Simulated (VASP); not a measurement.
# PbO2 (Plattnerite) (P4_2/mnm) in VASP: notebook

PbO2 (Plattnerite) is run at these levels: r2SCAN, LDA; tasks: relaxation of cell and atoms.

Everything below comes from runs of VASP 6.6.1. Logs are shortened: lines on timing, memory, paths and dates and some standing lists are left out, and cuts for length are marked.

### 1 The cell of the first run

It takes space group P4_2/mnm (No. 136, tetragonal). Conventional cell: a = 5.082 Å, b = 5.082 Å, c = 3.442 Å, α = 90.00°, β = 90.00°, γ = 90.00°. Pb (site symmetry mmm) has 6 O at 2.21 Å within 2.9 Å. O (site symmetry m2m) has 3 Pb at 2.21 Å and 1 O at 2.76 Å within 2.9 Å.

### 2 Relaxation of cell and atoms, r2SCAN

Contents of POSCAR:

```
PbO2
1.0
    5.0819121904      0.0000000000      0.0000000000
    0.0000000000      5.0819121904      0.0000000000
    0.0000000000      0.0000000000      3.4416552915
Pb O
2 4
Direct
    0.0000000000      0.0000000000      0.0000000000
    0.5000000000      0.5000000000      0.5000000000
    0.3079834371      0.3079834371      0.0000000000
    0.1920165629      0.8079834371      0.5000000000
    0.6920165629      0.6920165629      0.0000000000
    0.8079834371      0.1920165629      0.5000000000
```

Contents of INCAR.step1:

```
SYSTEM = PbO2
ALGO = Normal
EDIFF = 1E-4
ENCUT = 600
GGA = PE
ISMEAR = -1
LASPH = .True.
LCHARG = .False.
LREAL = .False.
LWAVE = .True.
NELM = 80
PREC = Accurate
SIGMA = 0.02
```

Contents of INCAR.step2:

```
SYSTEM = PbO2
ALGO = Normal
EDIFF = 1E-6
EDIFFG = -0.005
ENCUT = 600
IBRION = 2
ISIF = 3
ISMEAR = -1
ISTART = 1
LASPH = .True.
LCHARG = .False.
LMIXTAU = .True.
LREAL = .False.
LWAVE = .False.
METAGGA = R2SCAN
NELM = 80
NSW = 80
PREC = Accurate
SIGMA = 0.02
```

Contents of KPOINTS:

```
k-points
0
Gamma
  4 4 6
  0 0 0
```

Potentials or basis: VASP PAW PBE potentials, release 64 (Pb_d, O).

Run with:

```sh
cat potpaw_PBE.64/Pb_d/POTCAR potpaw_PBE.64/O/POTCAR > POTCAR
cp INCAR.step1 INCAR
mpirun -np 1 vasp_std > vasp.out
cp INCAR.step2 INCAR
mpirun -np 1 vasp_std > vasp.out
```

OUTCAR:

```text
SYSTEM = PbO2
   EDIFF = 1E-6
   EDIFFG = -0.005
   ENCUT = 600
   IBRION = 2
   ISIF = 3
   ISMEAR = -1
   ISTART = 1
   LASPH = .True.
   LREAL = .False.
   METAGGA = R2SCAN
   NELM = 80
   NSW = 80
   PREC = Accurate

 ion  position               nearest neighbor table
   1  0.000  0.000  0.000-   4 2.21   6 2.21   4 2.21   6 2.21   5 2.21   3 2.21   2 3.98   2 3.98
                             2 3.98   2 3.98   2 3.98   2 3.98   2 3.98   2 3.98
   2  0.500  0.500  0.500-   3 2.21   5 2.21   3 2.21   5 2.21   4 2.21   6 2.21   1 3.98   1 3.98
                             1 3.98   1 3.98   1 3.98   1 3.98   1 3.98   1 3.98
   3  0.308  0.308  0.000-   2 2.21   2 2.21   1 2.21
   4  0.192  0.808  0.500-   1 2.21   1 2.21   2 2.21
   5  0.692  0.692  0.000-   2 2.21   2 2.21   1 2.21
   6  0.808  0.192  0.500-   1 2.21   1 2.21   2 2.21

  LATTYP: Found a simple tetragonal cell.
 ALAT       =     5.0819121904
 C/A-ratio  =     0.6772362769

  Lattice vectors:

 A1 = (   5.0819121904,   0.0000000000,   0.0000000000)
 A2 = (   0.0000000000,   5.0819121904,   0.0000000000)
 A3 = (   0.0000000000,   0.0000000000,   3.4416552915)

Analysis of symmetry for initial positions (statically):
=====================================================================
 Subroutine PRICEL returns:
 Original cell was already a primitive cell.

 Routine SETGRP: Setting up the symmetry group for a
 simple tetragonal supercell.

 Subroutine GETGRP returns: Found 16 space group operations
 (whereof  8 operations were pure point group operations)
 out of a pool of 16 trial point group operations.

The static configuration has the point symmetry D_2h.
 The point group associated with its full space group is D_4h.

Analysis of symmetry for dynamics (positions and initial velocities):
=====================================================================
 Subroutine PRICEL returns:
 Original cell was already a primitive cell.

 Routine SETGRP: Setting up the symmetry group for a
 simple tetragonal supercell.

 Subroutine GETGRP returns: Found 16 space group operations
 (whereof  8 operations were pure point group operations)
 out of a pool of 16 trial point group operations.

The dynamic configuration has the point symmetry D_2h.
 The point group associated with its full space group is D_4h.

 Subroutine INISYM returns: Found 16 space group operations
 (whereof  8 operations are pure point group operations),
 and found     1 'primitive' translations

----------------------------------------------------------------------------------------

                                     Primitive cell

  volume of cell :      88.8836

  direct lattice vectors                    reciprocal lattice vectors
     5.081912190  0.000000000  0.000000000     0.196776324  0.000000000  0.000000000
     0.000000000  5.081912190  0.000000000     0.000000000  0.196776324  0.000000000
     0.000000000  0.000000000  3.441655292     0.000000000  0.000000000  0.290557861

  length of vectors
     5.081912190  5.081912190  3.441655292     0.196776324  0.196776324  0.290557861

  position of ions in fractional coordinates (direct lattice)
     0.000000000  0.000000000  0.000000000
     0.500000000  0.500000000  0.500000000
     0.307983437  0.307983437  0.000000000
     0.192016563  0.807983437  0.500000000
     0.692016563  0.692016563  0.000000000
     0.807983437  0.192016563  0.500000000

  ion indices of the primitive-cell ions
   primitive index   ion index
                 1           1
                 2           2
                 3           3
                 4           4
                 5           5
                 6           6

----------------------------------------------------------------------------------------

 KPOINTS: k-points

Automatic generation of k-mesh.
 Grid dimensions read from file:
 generate k-points for:    4    4    6

 Generating k-lattice:

  Cartesian coordinates                     Fractional coordinates (reciprocal lattice)
     0.049194081  0.000000000  0.000000000     0.250000000  0.000000000  0.000000000
     0.000000000  0.049194081  0.000000000     0.000000000  0.250000000  0.000000000
     0.000000000  0.000000000  0.048426310     0.000000000  0.000000000  0.166666667

  Length of vectors
     0.049194081  0.049194081  0.048426310

  Shift w.r.t. Gamma in fractional coordinates (k-lattice)
     0.000000000  0.000000000  0.000000000

 Subroutine IBZKPT returns following result:
 ===========================================

 Found     24 irreducible k-points:

 Following reciprocal coordinates:
            Coordinates               Weight
  0.000000  0.000000  0.000000      1.000000
  0.250000  0.000000  0.000000      4.000000
  0.500000  0.000000  0.000000      2.000000
  0.250000  0.250000  0.000000      4.000000
  0.500000  0.250000  0.000000      4.000000
  0.500000  0.500000  0.000000      1.000000
[... 16 lines left out ...]
  0.500000  0.250000  0.500000      4.000000
  0.500000  0.500000  0.500000      1.000000
   k-points           NKPTS =     24   k-points in BZ     NKDIM =     24   number of bands    NBANDS=     31
   number of dos      NEDOS =    301   number of ions     NIONS =      6
   total plane-waves  NPLWV =  49392
   dimension x,y,z NGX =    42 NGY =   42 NGZ =   28
   dimension x,y,z NGXF=    84 NGYF=   84 NGZF=   56
   ions per type =               2   4
   NGX,Y,Z   is equivalent  to a cutoff of  13.74, 13.74, 13.53 a.u.
   NGXF,Y,Z  is equivalent  to a cutoff of  27.48, 27.48, 27.05 a.u.
 SYSTEM =  PbO2
   PREC   = accura    normal or accurate (medium, high low for compatibility)
   ISTART =      1    job   : 0-new  1-cont  2-samecut
   ICHARG =      0    charge: 1-file 2-atom 10-const
   ISPIN  =      1    spin polarized calculation?
   LNONCOLLINEAR =      F non collinear calculations
   LSORBIT =      F    spin-orbit coupling
   LASPH  =      T    aspherical Exc in radial PAW
   ENCUT  =  600.0 eV  44.10 Ry    6.64 a.u.  10.15 10.15  6.87*2*pi/ulx,y,z
   NELM   =     80;   NELMIN=  2; NELMDL=  0     # of ELM steps
   EDIFF  = 0.1E-05   stopping-criterion for ELM
   LREAL  =      F    real-space projection
   EDIFFG = -.5E-02   stopping-criterion for IOM
   NSW    =     80    number of steps for IOM
   IBRION =      2    ionic relax: 0-MD 1-quasi-New 2-CG
   NFREE  =      1    steps in history (QN), initial steepest desc. (CG)
   ISIF   =      3    stress and relaxation
   ISYM   =      2    0-nonsym 1-usesym 2-fastsym
   POTIM  = 0.5000    time-step for ionic-motion
   TEBEG  =    0.0;   TEEND  =   0.0 temperature during run
   PSTRESS=    0.0 pullay stress
   NELECT =      52.0000    total number of electrons
   NUPDOWN=      -1.0000    fix difference up-down
   EMIN   =  10.00;   EMAX   =-10.00  energy-range for DOS
   EFERMI =   0.00;   METHOD = LEGACY
   ISMEAR =    -1;   SIGMA  =   0.02  broadening in eV -4-tet -1-fermi 0-gaus
   EFERMI_NEDOS =   21; number of points for ismear=-14 and -15
   IALGO  =     38    algorithm
   IMIX   =      4    mixing-type and parameters
     AMIX     =   0.40;   BMIX     =  1.00
     AMIX_MAG =   1.60;   BMIX_MAG =  1.00
  volume/ion in A,a.u.               =      14.81        99.97
  Fermi-wavevector in a.u.,A,eV,Ry     =   1.369206  2.587424 25.507174  1.874724
  Thomas-Fermi vector in A             =   2.495102
   LORBIT       =      0    0 simple, 1 ext, 2 COOP (PROOUT), +10 PAW based schemes
   METAGGA = R2SCAN    functional components
   LHFCALC =     F    Hartree Fock is set to
   AEXX    =    0.0000 exact exchange contribution
   IVDW    =     0    specifies the selected vdW correction
   LEPSILON=     F    determine dielectric tensor
   LRPA    =     F    only Hartree local field effects (RPA)
 conjugate gradient relaxation of ions
 non-spin polarized calculation
  energy-cutoff  :      600.00
  volume of cell :       88.88
 maximum number of plane-waves:      2998
 NGX is ok and might be reduce to    42
   NGX = 21   NGY = 21   NGZ = 13

--------------------------------------- Ionic step        1  -------------------------------------------

 number of electron      51.9999979 magnetization

 Free energy of the ion-electron system (eV)
  ---------------------------------------------------
  ext. energy  EPLUGINS =         0.00000000
  ---------------------------------------------------
  free energy    TOTEN  =      -142.21830016 eV

  energy without entropy =     -142.21817638  energy(sigma->0) =     -142.21823827

------------------------ aborting loop because EDIFF is reached ----------------------------------------

  FORCE on cell =-STRESS in cart. coord.  units (eV):
  Direction    XX          YY          ZZ          XY          YZ          ZX
  --------------------------------------------------------------------------------------
  -------------------------------------------------------------------------------------
  Total       -2.9149943     -2.9149943     -3.3833315     -0.0000000      0.0000000      0.0000000
  in kB      -52.5444212    -52.5444212    -60.9864640     -0.0000000      0.0000000      0.0000000
  external PRESSURE =     -55.3584355 kB  Pullay stress =       0.0000000 kB

 VOLUME and BASIS-vectors are now :
 -----------------------------------------------------------------------------
  energy-cutoff  :      600.00
  volume of cell :       88.88
      direct lattice vectors                 reciprocal lattice vectors
     5.081912190  0.000000000  0.000000000     0.196776324  0.000000000  0.000000000
     0.000000000  5.081912190  0.000000000     0.000000000  0.196776324  0.000000000
     0.000000000  0.000000000  3.441655292     0.000000000  0.000000000  0.290557861
[... 281 lines left out ...]
 POSITION                                       TOTAL-FORCE (eV/Angst)
 -----------------------------------------------------------------------------------
      0.00000      0.00000      0.00000        -0.000000      0.000000      0.000000
      2.49626      2.49626      1.70728        -0.000000      0.000000      0.000000
      1.53288      1.53288      0.00000         0.011850      0.011850      0.000000
      0.96338      4.02913      1.70728        -0.011850      0.011850      0.000000
      3.45964      3.45964      0.00000        -0.011850     -0.011850     -0.000000
      4.02913      0.96338      1.70728         0.011850     -0.011850     -0.000000
 -----------------------------------------------------------------------------------
    total drift:                                0.000000     -0.000000     -0.000000

  FREE ENERGIE OF THE ION-ELECTRON SYSTEM (eV)
  ---------------------------------------------------
  free  energy   TOTEN  =      -142.2864854199 eV

  energy  without entropy=     -142.2863587880  energy(sigma->0) =     -142.28642210

--------------------------------------- Ionic step        9  -------------------------------------------

 number of electron      52.0000002 magnetization

 Free energy of the ion-electron system (eV)
  ---------------------------------------------------
  ext. energy  EPLUGINS =         0.00000000
  ---------------------------------------------------
  free energy    TOTEN  =      -142.28657866 eV

  energy without entropy =     -142.28644583  energy(sigma->0) =     -142.28651224

 E-fermi :   3.7457     XC(G=0): -11.3341

 val. band max:        3.6387660888   @ k =   0.0000   0.0000   0.1667
 cond. band min:       3.8167027084   @ k =   0.0000   0.0000   0.0000
 fundamental gap:      0.1779366197
 Fermi energy:         3.7456804401

 k-point     1 :       0.0000    0.0000    0.0000
  band No.  band energies     occupation
      1     -15.3656      2.00000
      2     -15.2160      2.00000
      3     -13.7012      2.00000
      4     -13.7012      2.00000
      5     -12.1719      2.00000
      6     -11.9364      2.00000
[... 827 lines left out ...]
 POSITION                                       TOTAL-FORCE (eV/Angst)
 -----------------------------------------------------------------------------------
      4.98882     -0.00000      0.00000        -0.000000      0.000000      0.000000
      2.49441      2.49441      1.70799        -0.000000      0.000000      0.000000
      1.53270      1.53270      0.00000        -0.003529     -0.003529      0.000000
      0.96171      4.02711      1.70799         0.003529     -0.003529      0.000000
      3.45611      3.45611      0.00000         0.003529      0.003529     -0.000000
      4.02711      0.96171      1.70799        -0.003529      0.003529     -0.000000
 -----------------------------------------------------------------------------------
    total drift:                                0.000000     -0.000000     -0.000000

  FREE ENERGIE OF THE ION-ELECTRON SYSTEM (eV)
  ---------------------------------------------------
  free  energy   TOTEN  =      -142.2865786620 eV

  energy  without entropy=     -142.2864458264  energy(sigma->0) =     -142.28651224

 reached required accuracy - stopping structural energy minimisation
```

It took 15 min on 1 thread of Intel Xeon 6975P-C (Granite Rapids), shared host; peak memory 0.3 GiB.

What came out:

| Item | Value |
| --- | --- |
| Free energy | -142.2866 eV |
| Relaxed volume | 14.17 Å³/atom |
| Relaxed cell | a = 4.989 Å, b = 4.989 Å, c = 3.416 Å, α = 90.00°, β = 90.00°, γ = 90.00° |
| Space group after relaxing (to 0.05 Å) | P4_2/mnm (No. 136) |
| Energy gained by relaxing | 11.4 meV/atom |
| Ionic steps | 9 |
| Pressure after relaxing | 0.0 GPa |
| Largest force after relaxing | 0.005 eV/Å |
| Band gap on the k mesh | 0.18 eV, indirect (least direct gap 0.57 eV) |

Forces on the atoms (eV/Å):
```
Pb   0.000  0.000  0.000
Pb   0.000  0.000  0.000
O   -0.004 -0.004  0.000
O    0.004 -0.004  0.000
O    0.004  0.004  0.000
O   -0.004  0.004  0.000
```

The path:
```tsv
step	energy change (eV)	largest force (eV/Å)	pressure (GPa)	volume (Å³)
1	0.0000	0.0306	-5.54	88.88
2	-0.0121	0.2349	5.72	82.46
3	-0.0637	0.0995	-0.08	85.39
4	-0.0637	0.1024	0.04	85.32
5	-0.0670	0.0350	0.08	85.14
6	-0.0679	0.0276	0.15	84.96
7	-0.0682	0.0163	-0.17	85.12
8	-0.0682	0.0168	-0.14	85.11
9	-0.0683	0.0050	0.00	85.02
```

Final structure:
```yaml
crystal:
  lattice:
    - [4.98882, 0.00000, 0.00000]
    - [0.00000, 4.98882, 0.00000]
    - [0.00000, 0.00000, 3.41599]
  atoms:
    - { symbol: Pb, position: [0.00000, 0.00000, 0.00000] }
    - { symbol: Pb, position: [0.50000, 0.50000, 0.50000] }
    - { symbol: O, position: [0.30723, 0.30723, 0.00000] }
    - { symbol: O, position: [0.19277, 0.80723, 0.50000] }
    - { symbol: O, position: [0.69277, 0.69277, 0.00000] }
    - { symbol: O, position: [0.80723, 0.19277, 0.50000] }
```

Levels at points of the mesh, in eV from the valence-band top:
| k point | band 24 | band 25 | band 26 | band 27 | band 28 | band 29 |
| --- | --- | --- | --- | --- | --- | --- |
| (0.00, 0.00, 0.00) | -0.42 | -0.42 | -0.39 | 0.18 | 4.87 | 6.66 |
| (0.50, 0.00, 0.00) | -0.46 | -0.25 | -0.25 | 2.96 | 2.96 | 7.25 |
| (0.50, 0.50, 0.00) | -0.48 | -0.39 | -0.39 | 3.38 | 3.38 | 7.52 |
| (0.00, 0.00, 0.50) | -1.03 | -0.70 | -0.70 | 4.36 | 4.36 | 9.78 |
| (0.50, 0.00, 0.50) | -0.68 | -0.01 | -0.01 | 4.68 | 4.68 | 8.22 |
| (0.50, 0.50, 0.50) | -0.56 | -0.43 | -0.43 | 3.42 | 3.42 | 9.18 |

Caveat: the PAW data sets were made with another functional, which shifts forces and pressure a little; spin-orbit coupling is left out, which moves the levels of the heavy elements.

(Part 1 of 2 ends here.)
